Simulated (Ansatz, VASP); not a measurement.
# Tl in VASP and in Ansatz

```
Tl
1.0
     5.61629    0.00000    0.00000
    -2.80814    4.86385    0.00000
     0.00000    0.00000    3.44989
Tl
3
Cartesian
  2.8081 4.8638 0.0000
  0.0000 3.2426 1.7249
  2.8081 1.6213 1.7249
```

Alike in both runs: task single point; functional RPBE; k mesh 7 × 7 × 10; occupations fermi-dirac, width 0.1 eV; no spin polarisation.

|  | VASP | Ansatz |
| --- | --- | --- |
| version | VASP 6.6.1 | Ansatz 0.2.0 |
| potentials or method | VASP PAW PBE potentials, release 64 (Tl_d), cutoff 520 eV | plane waves (420 eV) with PAW, scalar-relativistic |
| valence electrons in the cell | 39 | 39 |

|  | VASP | Ansatz | Ansatz less VASP |
| --- | --- | --- | --- |
| pressure (GPa) | 1.9 | 1.9 | +0.06 |

VASP's potentials were made for PBE, not for RPBE.

Neither program's run includes spin-orbit coupling.
